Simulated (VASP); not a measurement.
A run of VASP 6.6.1:

File INCAR:

```
SYSTEM = As
  ALGO = Normal
  EDIFF = 1E-6
  ENCUT = 520
  GGA = PE
  ISIF = 2
  ISMEAR = -1
  LASPH = .TRUE.
  LCHARG = .FALSE.
  LREAL = .FALSE.
  LWAVE = .FALSE.
  NBANDS = 8
  NELM = 80
  PREC = Accurate
  SIGMA = 0.05
```

KPOINTS

```
k-points
0
G
  18 18 17
  0 0 0
```

File POSCAR:

```
As
1.0
    2.4523120615      0.0000000000      0.0000000000
   -1.2261560308      2.1237645433      0.0000000000
    0.0000000000      0.0000000000      2.3094823510
As
1
Direct
    0.0000000000      0.0000000000      0.0000000000
```

Potentials or basis: VASP PAW PBE potentials, release 64 (As).

Command:

```console
$ cat potpaw_PBE.64/As/POTCAR > POTCAR
$ mpirun -np 1 vasp_std > vasp.out
```

Hardware: 1 thread of Intel(R) Xeon(R) Platinum 8488C (Sapphire Rapids), on a shared host.

How long does it take, and how much memory?

Wall time 14 s on 1 thread of Intel(R) Xeon(R) Platinum 8488C (Sapphire Rapids), with other jobs on the host, peak memory 0.13 GiB. Counts: scf iterations 10, k points 333.
